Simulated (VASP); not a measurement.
Wanted: the native input for a VASP 6.6.1 run.

```yaml
Task: single point
Functional: revPBE
Potentials_or_basis: VASP PAW PBE potentials, release 64 (Fe)
Cutoff: 520 eV
k_mesh: 13 × 13 × 13
Occupations: fermi-dirac, width 0.1 eV
Spin: no spin polarisation
Dipole_correction: no
Further_INCAR_settings: ALGO = Normal; EDIFF = 1e-06; NBANDS = 15
```

The structure of Fe lies in POSCAR:

```
Fe
1.0
    0.0000000000      2.4195485438      2.4195485438
    2.4195485438      0.0000000000      2.4195485438
    2.4195485438      2.4195485438      0.0000000000
Fe
2
Direct
    0.1250000000      0.1250000000      0.1250000000
    0.8750000000      0.8750000000      0.8750000000
```

This cell differs from its parent crystal: volume scaled by 0.96.

The input as run:

INCAR

```
SYSTEM = Fe
  ALGO = Normal
  EDIFF = 1E-6
  ENCUT = 520
  GGA = RE
  ISIF = 2
  ISMEAR = -1
  LASPH = .True.
  LCHARG = .False.
  LREAL = .False.
  LWAVE = .False.
  NBANDS = 15
  NELM = 60
  PREC = Accurate
  SIGMA = 0.1
```

KPOINTS

```
k-points
0
Gamma
  13 13 13
  0 0 0
```

Potentials or basis: VASP PAW PBE potentials, release 64 (Fe).

Run with:

```sh
$ cat potpaw_PBE.64/Fe/POTCAR > POTCAR
$ mpirun -np 1 vasp_std > vasp.out
```

Results of the run:

```yaml
Pressure: 4.8 GPa
Band_gap_on_the_k_mesh: zero (band 8 reaches 4.26 eV, above the bottom of band 9 at 3.46 eV)
```

Caveat: the PAW data sets were made with another functional, which shifts forces and pressure a little; the run has no spin polarisation, though such a crystal can be magnetic.

It took 18 s on 1 thread of Intel(R) Xeon(R) Platinum 8559C (Emerald Rapids), with other jobs on the host, peak memory 0.17 GiB.
